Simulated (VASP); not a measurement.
# Cu2W (Fm-3m) in VASP: notebook

The runs below take Cu2W through single point, relaxation of cell and atoms, with PBE.

Program: VASP 6.6.1. These are calculated values, not measurements. Logs are shortened: lines on timing, memory, paths and dates and some standing lists are left out, and cuts for length are marked.

**1. The cell of the first run**

The structure is cubic, space group Fm-3m (No. 225). Conventional cell: a = 5.193 Å, b = 5.193 Å, c = 5.193 Å, α = 90.00°, β = 90.00°, γ = 90.00°. Within 3.0 Å of Cu (site symmetry -43m) lie 4 W at 2.25 Å and 6 Cu at 2.60 Å. W (site symmetry m-3m) has 8 Cu at 2.25 Å within 3.0 Å.

**2. Single point, PBE**

File INCAR:

```
PREC     = Accurate       # precision mode
ENCUT    = 520            # plane-wave cutoff, eV
EDIFF    = 1E-6           # SCF threshold, eV
ISMEAR   = 0              # smearing method
SIGMA    = 0.1            # smearing width, eV
LREAL    = False          # projectors in reciprocal space
LASPH    = True           # aspherical terms in the spheres
NELM     = 60             # most SCF steps
ALGO     = Normal         # electronic algorithm
ISIF     = 2              # what is computed and relaxed
LWAVE    = False          # write WAVECAR
LCHARG   = True           # write CHGCAR
GGA      = PE             # functional
LELF     = True           # ELF
LVHAR    = True         
NBANDS   = 25             # bands
```

File KPOINTS:

```
Automatic mesh
0
Gamma
  6 6 6
```

File POSCAR:

```
Cu2W
1.0
    0.0000000000      2.5964167200      2.5964167200
    2.5964167200      0.0000000000      2.5964167200
    2.5964167200      2.5964167200      0.0000000000
Cu W
2 1
Direct
    0.2500000000      0.2500000000      0.2500000000
    0.7500000000      0.7500000000      0.7500000000
    0.0000000000      0.0000000000      0.0000000000
```

Potentials or basis: VASP PAW PBE potentials, release 64 (Cu, W_sv).

Launch:

```bash
> cat potpaw_PBE.64/Cu/POTCAR potpaw_PBE.64/W_sv/POTCAR > POTCAR
> mpirun -np 1 vasp_std > vasp.out
```

OUTCAR:

```text
PREC = Accurate
   ENCUT = 520
   EDIFF = 1E-6
   ISMEAR = 0
   LREAL = False
   LASPH = True
   NELM = 60
   ISIF = 2
   GGA = PE

 ion  position               nearest neighbor table
   1  0.250  0.250  0.250-   3 2.25   3 2.25   3 2.25   3 2.25   2 2.60   2 2.60   2 2.60   2 2.60
                             2 2.60   2 2.60
   2  0.750  0.750  0.750-   3 2.25   3 2.25   3 2.25   3 2.25   1 2.60   1 2.60   1 2.60   1 2.60
                             1 2.60   1 2.60
   3  0.000  0.000  0.000-   2 2.25   2 2.25   2 2.25   1 2.25   2 2.25   1 2.25   1 2.25   1 2.25

  LATTYP: Found a face centered cubic cell.
 ALAT       =     5.1928334400

  Lattice vectors:

 A1 = (   0.0000000000,   2.5964167200,   2.5964167200)
 A2 = (   2.5964167200,   0.0000000000,   2.5964167200)
 A3 = (   2.5964167200,   2.5964167200,   0.0000000000)

Analysis of symmetry for initial positions (statically):
=====================================================================
 Subroutine PRICEL returns:
 Original cell was already a primitive cell.

 Routine SETGRP: Setting up the symmetry group for a
 face centered cubic supercell.

 Subroutine GETGRP returns: Found 48 space group operations
 (whereof 48 operations were pure point group operations)
 out of a pool of 48 trial point group operations.

The static configuration has the point symmetry O_h .

Analysis of symmetry for dynamics (positions and initial velocities):
=====================================================================
 Subroutine PRICEL returns:
 Original cell was already a primitive cell.

 Routine SETGRP: Setting up the symmetry group for a
 face centered cubic supercell.

 Subroutine GETGRP returns: Found 48 space group operations
 (whereof 48 operations were pure point group operations)
 out of a pool of 48 trial point group operations.

The dynamic configuration has the point symmetry O_h .

 Subroutine INISYM returns: Found 48 space group operations
 (whereof 48 operations are pure point group operations),
 and found     1 'primitive' translations

----------------------------------------------------------------------------------------

                                     Primitive cell

  volume of cell :      35.0069

  direct lattice vectors                    reciprocal lattice vectors
     0.000000000  2.596416720  2.596416720    -0.192573094  0.192573094  0.192573094
     2.596416720  0.000000000  2.596416720     0.192573094 -0.192573094  0.192573094
     2.596416720  2.596416720  0.000000000     0.192573094  0.192573094 -0.192573094

  length of vectors
     3.671887739  3.671887739  3.671887739     0.333546382  0.333546382  0.333546382

  position of ions in fractional coordinates (direct lattice)
     0.250000000  0.250000000  0.250000000
     0.750000000  0.750000000  0.750000000
     0.000000000  0.000000000  0.000000000

  ion indices of the primitive-cell ions
   primitive index   ion index
                 1           1
                 2           2
                 3           3

----------------------------------------------------------------------------------------

 KPOINTS: Automatic mesh

Automatic generation of k-mesh.
 Grid dimensions read from file:
 generate k-points for:    6    6    6

 Generating k-lattice:

  Cartesian coordinates                     Fractional coordinates (reciprocal lattice)
    -0.032095516  0.032095516  0.032095516     0.166666667  0.000000000  0.000000000
     0.032095516 -0.032095516  0.032095516     0.000000000  0.166666667  0.000000000
     0.032095516  0.032095516 -0.032095516     0.000000000  0.000000000  0.166666667

  Length of vectors
     0.055591064  0.055591064  0.055591064

  Shift w.r.t. Gamma in fractional coordinates (k-lattice)
     0.000000000  0.000000000  0.000000000

 Subroutine IBZKPT returns following result:
 ===========================================

 Found     16 irreducible k-points:

 Following reciprocal coordinates:
            Coordinates               Weight
  0.000000  0.000000  0.000000      1.000000
  0.166667  0.000000  0.000000      8.000000
  0.333333  0.000000  0.000000      8.000000
  0.500000  0.000000  0.000000      4.000000
  0.166667  0.166667  0.000000      6.000000
  0.333333  0.166667  0.000000     24.000000
[... 8 lines left out ...]
 -0.333333  0.333333  0.166667     24.000000
 -0.333333  0.500000  0.166667     12.000000
   k-points           NKPTS =     16   k-points in BZ     NKDIM =     16   number of bands    NBANDS=     25
   number of dos      NEDOS =    301   number of ions     NIONS =      3
   total plane-waves  NPLWV =  21952
   dimension x,y,z NGX =    28 NGY =   28 NGZ =   28
   dimension x,y,z NGXF=    56 NGYF=   56 NGZF=   56
   ions per type =               2   1
   NGX,Y,Z   is equivalent  to a cutoff of  12.68, 12.68, 12.68 a.u.
   NGXF,Y,Z  is equivalent  to a cutoff of  25.35, 25.35, 25.35 a.u.
 SYSTEM =  unknown system
   PREC   = accura    normal or accurate (medium, high low for compatibility)
   ISTART =      0    job   : 0-new  1-cont  2-samecut
   ICHARG =      2    charge: 1-file 2-atom 10-const
   ISPIN  =      1    spin polarized calculation?
   LNONCOLLINEAR =      F non collinear calculations
   LSORBIT =      F    spin-orbit coupling
   LASPH  =      T    aspherical Exc in radial PAW
   ENCUT  =  520.0 eV  38.22 Ry    6.18 a.u.   6.83  6.83  6.83*2*pi/ulx,y,z
   NELM   =     60;   NELMIN=  2; NELMDL= -5     # of ELM steps
   EDIFF  = 0.1E-05   stopping-criterion for ELM
   LREAL  =      F    real-space projection
[... 7 lines left out ...]
   TEBEG  =    0.0;   TEEND  =   0.0 temperature during run
   PSTRESS=    0.0 pullay stress
   NELECT =      36.0000    total number of electrons
   NUPDOWN=      -1.0000    fix difference up-down
   EMIN   =  10.00;   EMAX   =-10.00  energy-range for DOS
   EFERMI =   0.00;   METHOD = LEGACY
   ISMEAR =     0;   SIGMA  =   0.10  broadening in eV -4-tet -1-fermi 0-gaus
   EFERMI_NEDOS =   21; number of points for ismear=-14 and -15
   IALGO  =     38    algorithm
   IMIX   =      4    mixing-type and parameters
     AMIX     =   0.40;   BMIX     =  1.00
     AMIX_MAG =   1.60;   BMIX_MAG =  1.00
  volume/ion in A,a.u.               =      11.67        78.75
  Fermi-wavevector in a.u.,A,eV,Ry     =   1.652436  3.122651 37.151309  2.730544
  Thomas-Fermi vector in A             =   2.741045
   LORBIT       =      0    0 simple, 1 ext, 2 COOP (PROOUT), +10 PAW based schemes
   GGA     = PE    functional components
   LHFCALC =     F    Hartree Fock is set to
   AEXX    =    0.0000 exact exchange contribution
   IVDW    =     0    specifies the selected vdW correction
   LEPSILON=     F    determine dielectric tensor
   LRPA    =     F    only Hartree local field effects (RPA)
 non-spin polarized calculation
 Gauss-broadening in eV      SIGMA  =   0.10
  energy-cutoff  :      520.00
  volume of cell :       35.01
 maximum number of plane-waves:       960
   NGX = 13   NGY = 13   NGZ = 13

 number of electron      35.9999989 magnetization

 Free energy of the ion-electron system (eV)
  ---------------------------------------------------
  ext. energy  EPLUGINS =         0.00000000
  ---------------------------------------------------
  free energy    TOTEN  =       -13.64448372 eV

  energy without entropy =      -13.64115130  energy(sigma->0) =      -13.64281751

 E-fermi :  10.9810     XC(G=0): -13.6209

 val. band max:       10.8980198746   @ k =   0.5000   0.3333   0.1667
 cond. band min:      11.3002980793   @ k =   0.5000   0.5000   0.0000
 fundamental gap:      0.4022782046
 Fermi energy:        10.9810312441

 k-point     1 :       0.0000    0.0000    0.0000
  band No.  band energies     occupation
      1     -62.9311      2.00000
      2     -27.3939      2.00000
      3     -27.3939      2.00000
      4     -27.3939      2.00000
      5       0.6775      2.00000
      6       4.2436      2.00000
[... 17 lines left out ...]
     24      21.1314      0.00000
     25      23.8138      0.00000

 k-point     2 :       0.1667    0.0000    0.0000
  band No.  band energies     occupation
      1     -62.9300      2.00000
      2     -27.4144      2.00000
      3     -27.3954      2.00000
      4     -27.3954      2.00000
      5       1.2595      2.00000
      6       4.3956      2.00000
[... 17 lines left out ...]
     24      21.9982      0.00000
     25      22.4435      0.00000

 k-point     3 :       0.3333    0.0000    0.0000
  band No.  band energies     occupation
      1     -62.9280      2.00000
      2     -27.4550      2.00000
      3     -27.3984      2.00000
      4     -27.3984      2.00000
      5       2.7214      2.00000
      6       4.7998      2.00000
[... 17 lines left out ...]
     24      19.7903      0.00000
     25      23.9541      0.00000

 k-point     4 :       0.5000    0.0000    0.0000
  band No.  band energies     occupation
      1     -62.9270      2.00000
      2     -27.4750      2.00000
      3     -27.3999      2.00000
      4     -27.3999      2.00000
      5       3.8932      2.00000
      6       5.0519      2.00000
[... 17 lines left out ...]
     24      18.9170      0.00000
     25      25.0644      0.00000
[... 253 lines left out ...]
 k-point    14 :       0.5000    0.3333    0.1667
  band No.  band energies     occupation
      1     -62.9266      2.00000
      2     -27.4563      2.00000
      3     -27.4214      2.00000
      4     -27.4046      2.00000
      5       3.7699      2.00000
      6       4.5211      2.00000
[... 17 lines left out ...]
     24      21.5948      0.00000
     25      23.6589      0.00000

 k-point    15 :      -0.3333    0.3333    0.1667
  band No.  band energies     occupation
      1     -62.9259      2.00000
      2     -27.4553      2.00000
      3     -27.4350      2.00000
      4     -27.4073      2.00000
      5       4.2668      2.00000
      6       4.3037      2.00000
[... 17 lines left out ...]
     24      21.9269      0.00000
     25      24.8686      0.00000

 k-point    16 :      -0.3333    0.5000    0.1667
  band No.  band energies     occupation
      1     -62.9256      2.00000
      2     -27.4642      2.00000
      3     -27.4291      2.00000
      4     -27.4117      2.00000
      5       4.0483      2.00000
      6       4.2781      2.00000
[... 17 lines left out ...]
     24      22.7443      0.00000
     25      24.3053      0.00000

------------------------ aborting loop because EDIFF is reached ----------------------------------------

  FORCE on cell =-STRESS in cart. coord.  units (eV):
  Direction    XX          YY          ZZ          XY          YZ          ZX
  --------------------------------------------------------------------------------------
  -------------------------------------------------------------------------------------
  Total       22.4318695     22.4318695     22.4318695      0.0000000      0.0000000     -0.0000000
  in kB     1026.6510735   1026.6510735   1026.6510735      0.0000000      0.0000000     -0.0000000
  external PRESSURE =    1026.6510735 kB  Pullay stress =       0.0000000 kB

 VOLUME and BASIS-vectors are now :
 -----------------------------------------------------------------------------
  energy-cutoff  :      520.00
  volume of cell :       35.01
      direct lattice vectors                 reciprocal lattice vectors
     0.000000000  2.596416720  2.596416720    -0.192573094  0.192573094  0.192573094
     2.596416720  0.000000000  2.596416720     0.192573094 -0.192573094  0.192573094
     2.596416720  2.596416720  0.000000000     0.192573094  0.192573094 -0.192573094

 POSITION                                       TOTAL-FORCE (eV/Angst)
 -----------------------------------------------------------------------------------
      1.29821      1.29821      1.29821         0.000000      0.000000     -0.000000
      3.89463      3.89463      3.89463        -0.000000     -0.000000      0.000000
      0.00000      0.00000      0.00000        -0.000000     -0.000000      0.000000
 -----------------------------------------------------------------------------------
    total drift:                                0.000000      0.000000      0.000000

  FREE ENERGIE OF THE ION-ELECTRON SYSTEM (eV)
  ---------------------------------------------------
  free  energy   TOTEN  =       -13.6444837191 eV

  energy  without entropy=      -13.6411513027  energy(sigma->0) =      -13.64281751
```

Wall time 9.7 s (1 thread of Intel Xeon 6975P-C (Granite Rapids), shared host); peak memory 0.16 GiB.

Results:

```
Free energy            : -13.6445 eV
Pressure               : 102.7 GPa
Band gap on the k mesh : zero (band 18 reaches 11.30 eV, above the bottom of band 19 at 10.83 eV)
```

Caveat: spin-orbit coupling is left out, which moves the levels of the heavy elements.

**3. Single point, PBE**

This run uses another cell than the first one, of 16.18 Å³/atom, 1.387 times its volume.

File INCAR:

```
PREC = Accurate
ENCUT = 520
EDIFF = 1E-6
ISMEAR = 0
SIGMA = 0.1
LREAL = False
LASPH = True
NELM = 100
ALGO = Fast
ISIF = 2
LWAVE = False
LCHARG = True
GGA = PE
LELF = True
LVHAR = True
NBANDS = 25
```

File KPOINTS:

```
regular mesh
0
Gamma
  6 6 6
```

File POSCAR:

```
Cu2W
1.0
    0.0000000000      2.8953533828      2.8953533828
    2.8953533828      0.0000000000      2.8953533828
    2.8953533828      2.8953533828      0.0000000000
Cu W
2 1
Direct
    0.2500000000      0.2500000000      0.2500000000
    0.7500000000      0.7500000000      0.7500000000
    0.0000000000      0.0000000000      0.0000000000
```

Potentials or basis: VASP PAW PBE potentials, release 64 (Cu, W_sv).

Launch:

```bash
> cat potpaw_PBE.64/Cu/POTCAR potpaw_PBE.64/W_sv/POTCAR > POTCAR
> mpirun -np 1 vasp_std > vasp.out
```

It took 14 s on 1 thread of Intel Xeon 6975P-C (Granite Rapids), shared host; peak memory 0.17 GiB.

The run converged. Its results:

| Property | Result |
| --- | --- |
| Free energy | -16.8717 eV |
| Pressure | 0.1 GPa |
| Band gap on the k mesh | zero (band 18 reaches 7.05 eV, above the bottom of band 19 at 6.34 eV) |

Levels at points of the mesh, in eV from the Fermi level:
```
           k point  band 16  band 17  band 18  band 19  band 20  band 21
(0.00, 0.00, 0.00)    -1.41    -1.41    -1.41     1.05     1.05     6.63
(0.50, 0.00, 0.00)    -2.87    -0.56    -0.56     1.11     1.11     1.28
(0.50, 0.50, 0.00)    -1.56    -1.34     0.43     1.06     1.06     1.45
```

Caveat: spin-orbit coupling is left out, which moves the levels of the heavy elements.

**4. Relaxation of cell and atoms, PBE**

File INCAR:

```
SYSTEM = Cu2W
PREC = Accurate ; ENCUT = 600
EDIFF = 1E-6 ; ISMEAR = 0
SIGMA = 0.1 ; LREAL = .FALSE.
LASPH = .TRUE. ; NELM = 100
ALGO = Normal ; ISIF = 3
LWAVE = .FALSE. ; LCHARG = .FALSE.
GGA = PE ; IBRION = 2
NSW = 90 ; EDIFFG = -0.04
```

File KPOINTS:

```
Automatic mesh
0
G
  6 6 6
  0 0 0
```

File POSCAR:

```
Cu2W
1.0
    0.0000000000      2.5964167200      2.5964167200
    2.5964167200      0.0000000000      2.5964167200
    2.5964167200      2.5964167200      0.0000000000
Cu W
2 1
Direct
    0.2500000000      0.2500000000      0.2500000000
    0.7500000000      0.7500000000      0.7500000000
    0.0000000000      0.0000000000      0.0000000000
```

Launch:

```bash
> cat potpaw_PBE.64/Cu/POTCAR potpaw_PBE.64/W_sv/POTCAR > POTCAR
> mpirun -np 1 vasp_std > vasp.out
```

Wall time 51 s (1 thread of Intel Xeon 6975P-C (Granite Rapids), shared host); peak memory 0.18 GiB.

Results (log left out):

- Free energy: -16.8641 eV
- Relaxed volume: 16.18 Å³/atom
- Relaxed cell: a = 4.095 Å, b = 4.095 Å, c = 4.095 Å, α = 60.00°, β = 60.00°, γ = 60.00°
- Space group after relaxing (to 0.05 Å): Fm-3m (No. 225)
- Energy gained by relaxing: 1073.1 meV/atom
- Ionic steps: 5
- Pressure after relaxing: 0.3 GPa
- Band gap on the k mesh: zero (band 18 reaches 7.05 eV, above the bottom of band 19 at 6.34 eV)

Step by step:
| step | energy change (eV) | largest force (eV/Å) | pressure (GPa) | volume (Å³) |
| --- | --- | --- | --- | --- |
| 1 | 0.0000 | 0.0000 | 102.74 | 35.01 |
| 2 | 1.2544 | 0.0000 | -19.66 | 88.25 |
| 3 | -3.1548 | 0.0000 | -6.99 | 51.43 |
| 4 | -3.2084 | 0.0000 | -3.14 | 49.76 |
| 5 | -3.2192 | 0.0000 | 0.30 | 48.55 |

Final structure:
```cif
data_structure
_symmetry_space_group_name_H-M 'P 1'
_symmetry_Int_Tables_number 1
_cell_length_a 4.0948
_cell_length_b 4.0948
_cell_length_c 4.0948
_cell_angle_alpha 60.000
_cell_angle_beta 60.000
_cell_angle_gamma 60.000
_cell_volume 48.55
loop_
_atom_site_label
_atom_site_type_symbol
_atom_site_fract_x
_atom_site_fract_y
_atom_site_fract_z
_atom_site_occupancy
Cu1 Cu 0.25000 0.25000 0.25000 1
Cu2 Cu 0.75000 0.75000 0.75000 1
W1 W 0.00000 0.00000 0.00000 1
```

Levels at points of the mesh, in eV from the Fermi level:
```
           k point  band 16  band 17  band 18  band 19  band 20  band 21
(0.00, 0.00, 0.00)    -1.41    -1.41    -1.41     1.05     1.05     6.62
(0.50, 0.00, 0.00)    -2.87    -0.56    -0.56     1.11     1.11     1.28
(0.50, 0.50, 0.00)    -1.56    -1.34     0.44     1.06     1.06     1.45
```

Caveat: the volume moved by over 15 % at a fixed basis, so the end points are rough; spin-orbit coupling is left out, which moves the levels of the heavy elements.

**5. Single point, PBE**

This run uses another cell than the first one, of 16.19 Å³/atom, 1.387 times its volume.

File INCAR:

```
PREC = Accurate
ENCUT = 520
EDIFF = 1E-6
ISMEAR = 0
SIGMA = 0.1
LREAL = False
LASPH = True
NELM = 60
ALGO = Fast
ISIF = 2
LWAVE = False
LCHARG = True
GGA = PE
LELF = True
LVHAR = True
NBANDS = 25
```

File KPOINTS:

```
regular mesh
0
Gamma
  14 14 14
```

File POSCAR:

```
Cu2W
1.0
    0.0000000000      2.8958864905      2.8958864905
    2.8958864905      0.0000000000      2.8958864905
    2.8958864905      2.8958864905      0.0000000000
Cu W
2 1
Direct
    0.2500000000      0.2500000000      0.2500000000
    0.7500000000      0.7500000000      0.7500000000
    0.0000000000      0.0000000000      0.0000000000
```

Launch:

```bash
> cat potpaw_PBE.64/Cu/POTCAR potpaw_PBE.64/W_sv/POTCAR > POTCAR
> mpirun -np 1 vasp_std > vasp.out
```

It took 71 s on 1 thread of Intel Xeon 6975P-C (Granite Rapids), shared host; peak memory 0.25 GiB.

The run converged. Its results:

* Free energy: -16.8851 eV
* Pressure: 1.5 GPa
* Band gap on the k mesh: zero (band 18 reaches 7.04 eV, above the bottom of band 19 at 6.31 eV)

Levels at points of the mesh, in eV from the Fermi level:
| k point | band 15 | band 16 | band 17 | band 18 | band 19 | band 20 | band 21 | band 22 |
| --- | --- | --- | --- | --- | --- | --- | --- | --- |
| (0.00, 0.00, 0.00) | -2.68 | -1.45 | -1.45 | -1.45 | 1.01 | 1.01 | 6.59 | 9.21 |
| (0.50, 0.00, 0.00) | -3.35 | -2.91 | -0.60 | -0.60 | 1.06 | 1.06 | 1.23 | 5.56 |
| (0.50, 0.50, 0.00) | -2.70 | -1.59 | -1.38 | 0.39 | 1.01 | 1.01 | 1.42 | 1.42 |

Caveat: spin-orbit coupling is left out, which moves the levels of the heavy elements.

**6. Overview**

| task | cell | k mesh | cutoff (eV) | gap on the mesh (eV) | pressure (GPa) |
| --- | --- | --- | --- | --- | --- |
| single point | a = 3.672 Å, angles 60.0°, 3 atoms | 6 × 6 × 6 | 520 | none | 102.7 |
| single point | a = 4.095 Å, angles 60.0°, 3 atoms | 6 × 6 × 6 | 520 | none | 0.1 |
| relaxation of cell and atoms | relaxed from a = 3.672 Å, angles 60.0°, 3 atoms | 6 × 6 × 6 | 600 | none | 0.3 |
| single point | a = 4.095 Å, angles 60.0°, 3 atoms | 14 × 14 × 14 | 520 | none | 1.5 |

Alike in all rows: level PBE; potentials or basis VASP PAW PBE potentials, release 64 (Cu, W_sv); no spin polarisation; smearing gaussian 0.1 eV.

Caveats: spin-orbit coupling is left out, which moves the levels of the heavy elements; the volume moved by over 15 % at a fixed basis, so the end points are rough (some runs).

Total energies depend on the potentials used, so only differences within one code and one set of settings carry meaning.
